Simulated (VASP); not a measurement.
A run of VASP 6.6.1:

The input INCAR:

```
PREC = Accurate ; ENCUT = 520
EDIFF = 1E-6 ; ISMEAR = -1
SIGMA = 0.05 ; LREAL = False
LASPH = True ; NELM = 60
ALGO = Normal ; ISIF = 2
LWAVE = False ; LCHARG = False
GGA = PS ; NBANDS = 20
```

The input KPOINTS:

```
regular mesh
0
Gamma
  10 10 2
```

File POSCAR:

```
WS2
1.0
    3.1835163552      0.0000000000      0.0000000000
   -1.5917581776      2.7570060369      0.0000000000
    0.0000000000      0.0000000000     16.9505778900
W S
1 2
Direct
    0.0000000000      0.0000000000      0.0000000000
    0.3333333333      0.6666666667      0.0920005100
    0.3333333333      0.6666666667      0.9079994900
```

Potentials or basis: VASP PAW PBE potentials, release 64 (W_sv, S).

Command:

```bash
$ cat potpaw_PBE.64/W_sv/POTCAR potpaw_PBE.64/S/POTCAR > POTCAR
$ mpirun -np 1 vasp_std > vasp.out
```

Hardware: 1 thread of Intel(R) Xeon(R) Platinum 8259CL CPU @ 2.50GHz (Skylake/Cascade Lake) (shared host).

Estimate the wall time of this run.

Wall time 88 s on 1 thread of Intel(R) Xeon(R) Platinum 8259CL CPU @ 2.50GHz (Skylake/Cascade Lake), with other jobs on the host, peak memory 0.28 GiB. Counts: scf iterations 22, k points 28.
